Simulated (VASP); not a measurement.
# BP (P6_3/mmc) in VASP: a series of runs

Runs on BP. Level: PBE. Tasks: single point.

Program: VASP 6.6.1. These are calculated values, not measurements. Logs are shortened: lines on timing, memory, paths and dates and some standing lists are left out, and cuts for length are marked.

## (1) The cell of the first run

It takes space group P6_3/mmc (No. 194, hexagonal). Conventional cell: a = 3.149 Å, b = 3.149 Å, c = 9.664 Å, α = 90.00°, β = 90.00°, γ = 120.00°. B (site symmetry -6m2) has 3 P at 1.82 Å within 2.4 Å. P (site symmetry -6m2) has 3 B at 1.82 Å within 2.4 Å.

## (2) Single point, PBE (20.74 Å³/atom)

File INCAR:

```
SYSTEM = BP
PREC = Accurate ; ENCUT = 520
EDIFF = 1E-7 ; ISMEAR = 0
SIGMA = 0.01 ; LREAL = .False.
LASPH = .True. ; NELM = 100
ALGO = Normal ; ISIF = 2
LWAVE = .False. ; LCHARG = .False.
GGA = PE ; NBANDS = 16
```

File KPOINTS:

```
regular mesh
0
Gamma
  9 9 2
  0 0 0
```

File POSCAR:

```
BP
1.0
    3.1485824775      0.0000000000      0.0000000000
   -1.5742912388      2.7267524114      0.0000000000
    0.0000000000      0.0000000000      9.6639721940
B P
2 2
Direct
    0.3333333333      0.6666666667      0.2500000000
    0.6666666667      0.3333333333      0.7500000000
    0.6666666667      0.3333333333      0.2500000000
    0.3333333333      0.6666666667      0.7500000000
```

Potentials or basis: VASP PAW PBE potentials, release 64 (B, P).

Command:

```console
$ cat potpaw_PBE.64/B/POTCAR potpaw_PBE.64/P/POTCAR > POTCAR
$ mpirun -np 1 vasp_std > vasp.out
```

OUTCAR:

```text
SYSTEM = BP
   PREC = Accurate
   ENCUT = 520
   EDIFF = 1E-7
   ISMEAR = 0
   LREAL = .False.
   LASPH = .True.
   NELM = 100
   ISIF = 2
   GGA = PE

 ion  position               nearest neighbor table
   1  0.333  0.667  0.250-   3 1.82   3 1.82   3 1.82
   2  0.667  0.333  0.750-   4 1.82   4 1.82   4 1.82
   3  0.667  0.333  0.250-   1 1.82   1 1.82   1 1.82
   4  0.333  0.667  0.750-   2 1.82   2 1.82   2 1.82

  LATTYP: Found a hexagonal cell.
 ALAT       =     3.1485824775
 C/A-ratio  =     3.0693088916

  Lattice vectors:

 A1 = (   3.1485824775,   0.0000000000,   0.0000000000)
 A2 = (  -1.5742912388,   2.7267524114,   0.0000000000)
 A3 = (   0.0000000000,   0.0000000000,   9.6639721940)

Analysis of symmetry for initial positions (statically):
=====================================================================
 Subroutine PRICEL returns:
 Original cell was already a primitive cell.

 Routine SETGRP: Setting up the symmetry group for a
 hexagonal supercell.

 Subroutine GETGRP returns: Found 24 space group operations
 (whereof 12 operations were pure point group operations)
 out of a pool of 24 trial point group operations.

The static configuration has the point symmetry D_3d.
 The point group associated with its full space group is D_6h.

Analysis of symmetry for dynamics (positions and initial velocities):
=====================================================================
 Subroutine PRICEL returns:
 Original cell was already a primitive cell.

 Routine SETGRP: Setting up the symmetry group for a
 hexagonal supercell.

 Subroutine GETGRP returns: Found 24 space group operations
 (whereof 12 operations were pure point group operations)
 out of a pool of 24 trial point group operations.

The dynamic configuration has the point symmetry D_3d.
 The point group associated with its full space group is D_6h.

 Subroutine INISYM returns: Found 24 space group operations
 (whereof 12 operations are pure point group operations),
 and found     1 'primitive' translations

----------------------------------------------------------------------------------------

                                     Primitive cell

  volume of cell :      82.9691

  direct lattice vectors                    reciprocal lattice vectors
     3.148582478  0.000000000  0.000000000     0.317603241  0.183368317  0.000000000
    -1.574291239  2.726752411  0.000000000     0.000000000  0.366736634  0.000000000
     0.000000000  0.000000000  9.663972194     0.000000000  0.000000000  0.103477119

  length of vectors
     3.148582478  3.148582478  9.663972194     0.366736634  0.366736634  0.103477119

  position of ions in fractional coordinates (direct lattice)
     0.333333333  0.666666667  0.250000000
     0.666666667  0.333333333  0.750000000
     0.666666667  0.333333333  0.250000000
     0.333333333  0.666666667  0.750000000

  ion indices of the primitive-cell ions
   primitive index   ion index
                 1           1
                 2           2
                 3           3
                 4           4

----------------------------------------------------------------------------------------

 KPOINTS: regular mesh

Automatic generation of k-mesh.
 Grid dimensions read from file:
 generate k-points for:    9    9    2

 Generating k-lattice:

  Cartesian coordinates                     Fractional coordinates (reciprocal lattice)
     0.035289249  0.020374257  0.000000000     0.111111111  0.000000000  0.000000000
     0.000000000  0.040748515  0.000000000     0.000000000  0.111111111  0.000000000
     0.000000000  0.000000000  0.051738559     0.000000000  0.000000000  0.500000000

  Length of vectors
     0.040748515  0.040748515  0.051738559

  Shift w.r.t. Gamma in fractional coordinates (k-lattice)
     0.000000000  0.000000000  0.000000000

 Subroutine IBZKPT returns following result:
 ===========================================

 Found     24 irreducible k-points:

 Following reciprocal coordinates:
            Coordinates               Weight
  0.000000  0.000000  0.000000      1.000000
  0.111111  0.000000  0.000000      6.000000
  0.222222  0.000000  0.000000      6.000000
  0.333333  0.000000  0.000000      6.000000
  0.444444  0.000000  0.000000      6.000000
  0.111111  0.111111  0.000000      6.000000
[... 16 lines left out ...]
  0.333333  0.222222  0.500000     12.000000
  0.333333  0.333333  0.500000      2.000000
   k-points           NKPTS =     24   k-points in BZ     NKDIM =     24   number of bands    NBANDS=     16
   number of dos      NEDOS =    301   number of ions     NIONS =      4
   total plane-waves  NPLWV =  41472
   dimension x,y,z NGX =    24 NGY =   24 NGZ =   72
   dimension x,y,z NGXF=    48 NGYF=   48 NGZF=  144
   ions per type =               2   2
   NGX,Y,Z   is equivalent  to a cutoff of  12.67, 12.67, 12.39 a.u.
   NGXF,Y,Z  is equivalent  to a cutoff of  25.34, 25.34, 24.77 a.u.
 SYSTEM =  BP
   PREC   = accura    normal or accurate (medium, high low for compatibility)
   ISTART =      0    job   : 0-new  1-cont  2-samecut
   ICHARG =      2    charge: 1-file 2-atom 10-const
   ISPIN  =      1    spin polarized calculation?
   LNONCOLLINEAR =      F non collinear calculations
   LSORBIT =      F    spin-orbit coupling
   LASPH  =      T    aspherical Exc in radial PAW
   ENCUT  =  520.0 eV  38.22 Ry    6.18 a.u.   5.85  5.85 17.97*2*pi/ulx,y,z
   NELM   =    100;   NELMIN=  2; NELMDL= -5     # of ELM steps
   EDIFF  = 0.1E-06   stopping-criterion for ELM
   LREAL  =      F    real-space projection
   EDIFFG = 0.1E-05   stopping-criterion for IOM
   NSW    =      0    number of steps for IOM
   IBRION =     -1    ionic relax: 0-MD 1-quasi-New 2-CG
   NFREE  =      0    steps in history (QN), initial steepest desc. (CG)
   ISIF   =      2    stress and relaxation
   ISYM   =      2    0-nonsym 1-usesym 2-fastsym
   POTIM  = 0.5000    time-step for ionic-motion
   TEBEG  =    0.0;   TEEND  =   0.0 temperature during run
   PSTRESS=    0.0 pullay stress
   NELECT =      16.0000    total number of electrons
   NUPDOWN=      -1.0000    fix difference up-down
   EMIN   =  10.00;   EMAX   =-10.00  energy-range for DOS
   EFERMI =   0.00;   METHOD = LEGACY
   ISMEAR =     0;   SIGMA  =   0.01  broadening in eV -4-tet -1-fermi 0-gaus
   EFERMI_NEDOS =   21; number of points for ismear=-14 and -15
   IALGO  =     38    algorithm
   IMIX   =      4    mixing-type and parameters
     AMIX     =   0.40;   BMIX     =  1.00
     AMIX_MAG =   1.60;   BMIX_MAG =  1.00
  volume/ion in A,a.u.               =      20.74       139.98
  Fermi-wavevector in a.u.,A,eV,Ry     =   0.945822  1.787344 12.171486  0.894579
  Thomas-Fermi vector in A             =   2.073760
   LORBIT       =      0    0 simple, 1 ext, 2 COOP (PROOUT), +10 PAW based schemes
   GGA     = PE    functional components
   LHFCALC =     F    Hartree Fock is set to
   AEXX    =    0.0000 exact exchange contribution
   IVDW    =     0    specifies the selected vdW correction
   LEPSILON=     F    determine dielectric tensor
   LRPA    =     F    only Hartree local field effects (RPA)
 non-spin polarized calculation
 Gauss-broadening in eV      SIGMA  =   0.01
  energy-cutoff  :      520.00
  volume of cell :       82.97
 maximum number of plane-waves:      2250
 NGX is ok and might be reduce to    24
   NGX = 11   NGY = 11   NGZ = 35

 number of electron      15.9999999 magnetization

 Free energy of the ion-electron system (eV)
  ---------------------------------------------------
  ext. energy  EPLUGINS =         0.00000000
  ---------------------------------------------------
  free energy    TOTEN  =       -24.26001973 eV

  energy without entropy =      -24.26001973  energy(sigma->0) =      -24.26001973

 E-fermi :   1.9028     XC(G=0):  -7.6748

 val. band max:        1.7874346018   @ k =   0.3333   0.3333   0.5000
 cond. band min:       2.6210484545   @ k =   0.3333   0.3333   0.5000
 fundamental gap:      0.8336138527
 Fermi energy:         1.9028131451

 k-point     1 :       0.0000    0.0000    0.0000
  band No.  band energies     occupation
      1     -12.2297      2.00000
      2     -12.1947      2.00000
      3      -2.8678      2.00000
      4      -2.3504      2.00000
      5       0.1704      2.00000
      6       0.1704      2.00000
[... 8 lines left out ...]
     15       8.2976      0.00000
     16       8.5690      0.00000

 k-point     2 :       0.1111    0.0000    0.0000
  band No.  band energies     occupation
      1     -12.0332      2.00000
      2     -11.9987      2.00000
      3      -2.6521      2.00000
      4      -2.1401      2.00000
      5      -0.7452      2.00000
      6      -0.7356      2.00000
[... 8 lines left out ...]
     15       8.7558      0.00000
     16       9.1487      0.00000

 k-point     3 :       0.2222    0.0000    0.0000
  band No.  band energies     occupation
      1     -11.4533      2.00000
      2     -11.4203      2.00000
      3      -2.6915      2.00000
      4      -2.6764      2.00000
      5      -2.0137      2.00000
      6      -1.5191      2.00000
[... 8 lines left out ...]
     15       9.3758      0.00000
     16       9.4467      0.00000

 k-point     4 :       0.3333    0.0000    0.0000
  band No.  band energies     occupation
      1     -10.5339      2.00000
      2     -10.5038      2.00000
      3      -4.7722      2.00000
      4      -4.7528      2.00000
      5      -1.5352      2.00000
      6      -1.5262      2.00000
[... 8 lines left out ...]
     15      10.7272      0.00000
     16      11.9610      0.00000
[... 324 lines left out ...]
 k-point    22 :       0.2222    0.2222    0.5000
  band No.  band energies     occupation
      1      -9.9922      2.00000
      2      -9.9922      2.00000
      3      -4.9145      2.00000
      4      -4.9145      2.00000
      5      -3.2490      2.00000
      6      -3.2490      2.00000
[... 8 lines left out ...]
     15       9.5691      0.00000
     16       9.5691      0.00000

 k-point    23 :       0.3333    0.2222    0.5000
  band No.  band energies     occupation
      1      -9.0204      2.00000
      2      -9.0204      2.00000
      3      -6.1240      2.00000
      4      -6.1240      2.00000
      5      -3.9483      2.00000
      6      -3.9483      2.00000
[... 8 lines left out ...]
     15      10.1184      0.00000
     16      10.1184      0.00000

 k-point    24 :       0.3333    0.3333    0.5000
  band No.  band energies     occupation
      1      -8.5536      2.00000
      2      -8.5536      2.00000
      3      -6.2446      2.00000
      4      -6.2446      2.00000
      5      -4.7384      2.00000
      6      -4.7384      2.00000
[... 8 lines left out ...]
     15      10.5957      0.00000
     16      10.5957      0.00000

------------------------ aborting loop because EDIFF is reached ----------------------------------------

  FORCE on cell =-STRESS in cart. coord.  units (eV):
  Direction    XX          YY          ZZ          XY          YZ          ZX
  --------------------------------------------------------------------------------------
  -------------------------------------------------------------------------------------
  Total        4.3751818      4.3751818      0.0039410     -0.0000000     -0.0000000      0.0000000
  in kB       84.4870676     84.4870676      0.0761026     -0.0000000     -0.0000000      0.0000000
  external PRESSURE =      56.3500793 kB  Pullay stress =       0.0000000 kB

 VOLUME and BASIS-vectors are now :
 -----------------------------------------------------------------------------
  energy-cutoff  :      520.00
  volume of cell :       82.97
      direct lattice vectors                 reciprocal lattice vectors
     3.148582478  0.000000000  0.000000000     0.317603241  0.183368317  0.000000000
    -1.574291239  2.726752411  0.000000000     0.000000000  0.366736634  0.000000000
     0.000000000  0.000000000  9.663972194     0.000000000  0.000000000  0.103477119

 POSITION                                       TOTAL-FORCE (eV/Angst)
 -----------------------------------------------------------------------------------
     -0.00000      1.81783      2.41599        -0.000000      0.000000      0.000000
      1.57429      0.90892      7.24798         0.000000     -0.000000      0.000000
      1.57429      0.90892      2.41599        -0.000000      0.000000     -0.000000
     -0.00000      1.81783      7.24798         0.000000      0.000000      0.000000
 -----------------------------------------------------------------------------------
    total drift:                               -0.000000      0.000000     -0.000000

  FREE ENERGIE OF THE ION-ELECTRON SYSTEM (eV)
  ---------------------------------------------------
  free  energy   TOTEN  =       -24.2600197328 eV

  energy  without entropy=      -24.2600197328  energy(sigma->0) =      -24.26001973
```

Wall time 17 s (1 thread of AMD EPYC 9R45 (Zen 5), shared host); peak memory 0.16 GiB.

What came out:

```yaml
Free_energy: -24.2600 eV
Pressure: 5.6 GPa
Band_gap_on_the_k_mesh: 0.83 eV
```

Caveat: the stress differs along the axes, from 0 to 8 GPa; this functional lacks dispersion, which binds layers or chains, so the pressure and a relaxed spacing across them are unreliable.

## (3) Single point, PBE (21.40 Å³/atom)

This run uses another cell than the first one, of 21.40 Å³/atom.

File INCAR:

```
SYSTEM = BP
  ALGO = Normal
  EDIFF = 1E-6
  ENCUT = 520
  GGA = PE
  ISIF = 2
  ISMEAR = 0
  LASPH = .True.
  LCHARG = .False.
  LREAL = .False.
  LWAVE = .False.
  NBANDS = 16
  NELM = 80
  PREC = Accurate
  SIGMA = 0.01
```

File KPOINTS:

```
k-points
0
Gamma
  9 9 2
  0 0 0
```

File POSCAR:

```
BP
1.0
    3.1817278867      0.0000000000      0.0000000000
   -1.5908639434      2.7554571778      0.0000000000
    0.0000000000      0.0000000000      9.7657056932
B P
2 2
Direct
    0.3333333333      0.6666666667      0.2500000000
    0.6666666667      0.3333333333      0.7500000000
    0.6666666667      0.3333333333      0.2500000000
    0.3333333333      0.6666666667      0.7500000000
```

Potentials or basis: VASP PAW PBE potentials, release 64 (B, P).

Command:

```console
$ cat potpaw_PBE.64/B/POTCAR potpaw_PBE.64/P/POTCAR > POTCAR
$ mpirun -np 1 vasp_std > vasp.out
```

Run time: 16 s. Hardware: 1 thread of AMD EPYC 9R45 (Zen 5), shared host; peak memory 0.17 GiB.

It converged, with:

```yaml
Free_energy: -24.3276 eV
Pressure: 2.5 GPa
Band_gap_on_the_k_mesh: 0.87 eV
```

Stress tensor (GPa, compression positive):
```
3.81 0.00 0.00
0.00 3.81 0.00
0.00 0.00 0.00
```

Levels at points of the mesh, in eV from the valence-band top:
```csv
k point,band 6,band 7,band 8,band 9,band 10,band 11
"(0.00, 0.00, 0.00)",-1.63,-1.63,-1.63,3.18,4.74,4.74
"(0.00, 0.00, 0.50)",-1.63,-1.63,-1.63,4.30,4.30,4.75
```

Caveat: this functional lacks dispersion, which binds layers or chains, so the pressure and a relaxed spacing across them are unreliable. A k mesh can miss the band edges.

## (4) Single point, PBE

This run uses another cell than the first one, of 22.07 Å³/atom.

File INCAR:

```
  PREC = Accurate
  ENCUT = 520
  EDIFF = 1E-6
  ISMEAR = 0
  SIGMA = 0.01
  LREAL = F
  LASPH = T
  NELM = 80
  ALGO = Normal
  ISIF = 2
  LWAVE = F
  LCHARG = F
  GGA = PE
  NBANDS = 16
```

File KPOINTS:

```
regular mesh
0
Gamma
  9 9 2
```

File POSCAR:

```
BP
1.0
    3.2141967403      0.0000000000      0.0000000000
   -1.6070983702      2.7835760299      0.0000000000
    0.0000000000      0.0000000000      9.8653626343
B P
2 2
Direct
    0.3333333333      0.6666666667      0.2500000000
    0.6666666667      0.3333333333      0.7500000000
    0.6666666667      0.3333333333      0.2500000000
    0.3333333333      0.6666666667      0.7500000000
```

Command:

```console
$ cat potpaw_PBE.64/B/POTCAR potpaw_PBE.64/P/POTCAR > POTCAR
$ mpirun -np 1 vasp_std > vasp.out
```

Run time: 18 s. Hardware: 1 thread of AMD EPYC 9R45 (Zen 5), shared host; peak memory 0.17 GiB.

It converged, with:

```yaml
Free_energy: -24.3475 eV
Pressure: -0.1 GPa
Band_gap_on_the_k_mesh: 0.90 eV
```

Stress tensor (GPa, compression positive):
```
-0.18  0.00  0.00
 0.00 -0.18  0.00
 0.00  0.00 -0.01
```

Levels at points of the mesh, in eV from the valence-band top:
```tsv
k point	band 6	band 7	band 8	band 9	band 10	band 11
(0.00, 0.00, 0.00)	-1.64	-1.64	-1.64	3.25	4.66	4.66
(0.00, 0.00, 0.50)	-1.64	-1.64	-1.64	4.32	4.32	4.67
```

Caveat: this functional lacks dispersion, which binds layers or chains, so the pressure and a relaxed spacing across them are unreliable. A k mesh can miss the band edges.

## (5) Single point, PBE (22.73 Å³/atom)

This run uses another cell than the first one, of 22.73 Å³/atom.

File INCAR:

```
SYSTEM = BP
PREC = Accurate ; ENCUT = 520
EDIFF = 1E-7 ; ISMEAR = 0
SIGMA = 0.01 ; LREAL = .FALSE.
LASPH = .TRUE. ; NELM = 80
ALGO = Normal ; ISIF = 2
LWAVE = .FALSE. ; LCHARG = .FALSE.
GGA = PE ; NBANDS = 16
```

File KPOINTS:

```
regular mesh
0
G
  9 9 2
  0 0 0
```

File POSCAR:

```
BP
1.0
    3.2460225402      0.0000000000      0.0000000000
   -1.6230112701      2.8111379811      0.0000000000
    0.0000000000      0.0000000000      9.9630458449
B P
2 2
Direct
    0.3333333333      0.6666666667      0.2500000000
    0.6666666667      0.3333333333      0.7500000000
    0.6666666667      0.3333333333      0.2500000000
    0.3333333333      0.6666666667      0.7500000000
```

Command:

```console
$ cat potpaw_PBE.64/B/POTCAR potpaw_PBE.64/P/POTCAR > POTCAR
$ mpirun -np 1 vasp_std > vasp.out
```

It took 19 s on 1 thread of AMD EPYC 9R45 (Zen 5), shared host; peak memory 0.17 GiB.

The run converged. Its results:

| Quantity | Value |
| --- | --- |
| Free energy | -24.3263 eV |
| Pressure | -2.4 GPa |
| Band gap on the k mesh | 0.93 eV |

Stress tensor (GPa, compression positive):
```
-3.66  0.00  0.00
 0.00 -3.66  0.00
 0.00  0.00 -0.02
```

Levels at points of the mesh, in eV from the valence-band top:
| k point | band 5 | band 6 | band 7 | band 8 | band 9 | band 10 | band 11 | band 12 |
| --- | --- | --- | --- | --- | --- | --- | --- | --- |
| (0.00, 0.00, 0.00) | -1.65 | -1.65 | -1.65 | -1.65 | 3.32 | 4.59 | 4.59 | 4.60 |
| (0.00, 0.00, 0.50) | -1.65 | -1.65 | -1.65 | -1.65 | 4.33 | 4.33 | 4.59 | 4.59 |

Caveat: this functional lacks dispersion, which binds layers or chains, so the pressure and a relaxed spacing across them are unreliable.

## (6) Summary

| cell | gap on the mesh (eV) | pressure (GPa) |
| --- | --- | --- |
| a = 3.149, b = 3.149, c = 9.664 Å, angles 90.0, 90.0, 120.0°, 4 atoms | 0.83 | 5.6 |
| a = 3.182, b = 3.182, c = 9.766 Å, angles 90.0, 90.0, 120.0°, 4 atoms | 0.87 | 2.5 |
| a = 3.214, b = 3.214, c = 9.865 Å, angles 90.0, 90.0, 120.0°, 4 atoms | 0.90 | -0.1 |
| a = 3.246, b = 3.246, c = 9.963 Å, angles 90.0, 90.0, 120.0°, 4 atoms | 0.93 | -2.4 |

Alike in all rows: task single point; level PBE; potentials or basis VASP PAW PBE potentials, release 64 (B, P); no spin polarisation; k mesh 9 × 9 × 2; cutoff (eV) 520; smearing gaussian 0.01 eV.

Caveats: this functional lacks dispersion, which binds layers or chains, so the pressure and a relaxed spacing across them are unreliable; the stress differs along the axes, from 0 to 8 GPa (at least some runs).

Absolute energies hang on the potentials; compare differences alone.
